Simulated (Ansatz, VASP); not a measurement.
## BeCdS4: VASP beside Ansatz

```xyz
6
Lattice="3.6904 -3.6302 0.2319 3.6904 3.6302 0.2319 -2.5124 0.0000 4.5067" Properties=species:S:1:pos:R:3 pbc="T T T"
Be    3.6904   -0.9273    0.2319
Cd    2.4342    3.7646    2.4852
S     4.5897   -2.1860    1.7451
S    -0.7782   -0.1491    4.8471
S     5.6465   -0.1491    0.1234
S     0.2786   -2.1860    3.2253
```

Change from the starting cell: species swapped into the VBiO4 type (C2, No. 5).

Alike in both runs: functional PBE; k mesh 3 × 3 × 3; occupations gaussian, width 0.2 eV; no spin polarisation.

Ansatz relaxed the structure, and its values are those at the end. VASP's run is a single point on that final structure, the one shown.

|  | VASP | Ansatz |
| --- | --- | --- |
| version | VASP 6.6.1 | Ansatz 0.2.0 |
| potentials or method | VASP PAW PBE potentials, release 64 (Be, Cd_sv_GW, S), cutoff 630 eV | scalar-relativistic, plane waves, PAW |
| valence electrons in the cell | 46 | 46 |

```tsv
	VASP	Ansatz	Ansatz less VASP
gap on the k mesh at the Fermi level (eV)	1.48	1.46	-0.015
least direct gap on the mesh (eV)	1.74	1.72	-0.018
pressure (GPa)	-0.2	0.0	+0.19
rms of the force components (eV/Å)	0.035	0.011	-0.0243
```

The k mesh is coarse, so the values compare programs but aren't converged.
